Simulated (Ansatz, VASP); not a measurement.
**One calculation of Cr, two programs**

INCAR

```
SYSTEM = Cr
PREC = Accurate
ENCUT = 520
EDIFF = 1E-7
ISMEAR = -1
SIGMA = 0.1
LREAL = .False.
LASPH = .True.
NELM = 100
ALGO = Normal
ISIF = 2
LWAVE = .False.
LCHARG = .True.
GGA = RP
LELF = .True.
LVHAR = .True.
NBANDS = 32
```

KPOINTS

```
regular mesh
0
Gamma
  19 19 5
  0 0 0
```

Contents of POSCAR:

```
Cr
1.0
    2.4854887282      0.0000000000      0.0000000000
   -1.2427443641      2.1524963795      0.0000000000
    0.0000000000      0.0000000000      8.7345363834
Cr
4
Direct
    1.0000000000      1.0000000000      1.0000000000
    0.0000000000      0.0000000000      0.5000000000
    0.3333333333      0.6666666667      0.2500000000
    0.6666666667      0.3333333333      0.7500000000
```

Input for Ansatz:

```yaml
crystal:
  lattice:
    - [2.4854887282, 0.0, 0.0]
    - [-1.2427443641, 2.1524963795, 0.0]
    - [0.0, 0.0, 8.7345363834]
  atoms:
    - { symbol: Cr, position: [1.0, 1.0, 1.0] }
    - { symbol: Cr, position: [0.0, 0.0, 0.5] }
    - { symbol: Cr, position: [0.3333333333, 0.6666666667, 0.25] }
    - { symbol: Cr, position: [0.6666666667, 0.3333333333, 0.75] }
hamiltonian:
  xc: rpbe
  pseudopotentials:
    kind: paw
    azcp:
      Cr: "pseudopotentials/Cr.paw.azcp"
basis:
  ecutwfc: 420
  fft_grid_basis: typed
kpoints:
  mp_grid: { grid: [19, 19, 5], shift: [0, 0, 0] }
magnetization:
  spin_polarized: false
scf:
  occupations: { method: fermi_dirac, width: 0.1 }
output:
  stress: true
  write_density: true
  write_potential: true
  elf: true
  volumetric_format: npy
```

Alike in both runs: task single point; functional RPBE; k mesh 19 × 19 × 5; occupations fermi-dirac, width 0.1 eV; no spin polarisation.

```csv
,VASP,Ansatz
version,VASP 6.6.1,Ansatz 0.2.0
potentials or method,"VASP PAW PBE potentials, release 64 (Cr_pv), cutoff 520 eV","plane waves (420 eV) with PAW, scalar-relativistic"
valence electrons in the cell,48,56
```

|  | VASP | Ansatz | Ansatz less VASP |
| --- | --- | --- | --- |
| pressure (GPa) | 9.5 | 9.9 | +0.43 |
| traceless stress, the component that is largest in VASP (GPa) | -0.48 | -0.56 | -0.081 |

VASP's potentials were made for PBE, not for RPBE. With one functional, cell and mesh, what is left measures potentials, basis and numerics. VASP's potentials hold 48 valence electrons a cell and Ansatz's 56, so a difference there can come from the potentials and not from the codes.
